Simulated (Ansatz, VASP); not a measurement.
## Ge2Bi2O: VASP beside Ansatz

```xyz
5
Lattice="4.3696 0.0000 0.0000 -2.1848 3.7842 0.0000 0.0000 0.0000 9.2602" Properties=species:S:1:pos:R:3 pbc="T T T"
Ge    0.0000    0.0000    1.7860
Ge    0.0000    0.0000    7.4742
Bi    2.1848    1.2614    6.2423
Bi    0.0000    2.5228    3.0180
O     0.0000    0.0000    0.0000
```

Alike in both runs: functional PBE; k mesh 12 × 12 × 4; occupations gaussian, width 0.1 eV; no spin polarisation.

Ansatz relaxed the structure, and its values are those at the end. VASP's run is a single point on that final structure, the one shown.

```csv
,VASP,Ansatz
version,VASP 6.6.1,Ansatz 0.2.0
potentials or method,"VASP PAW PBE potentials, release 64 (Ge_d, Bi_d, O), cutoff 520 eV","scalar-relativistic, plane waves, PAW"
valence electrons in the cell,64,64
```

```tsv
	VASP	Ansatz	Ansatz less VASP
gap on the k mesh at the Fermi level (eV)	none	none	-
pressure (GPa)	-0.1	0.0	+0.08
rms of the force components (eV/Å)	0.009	0.001	-0.0084
```

A gap of «none» marks a metal or a gap that the smearing closes. The functional is the same, so the differences come from potentials, cutoffs and numerics.

Spin-orbit coupling is off throughout.
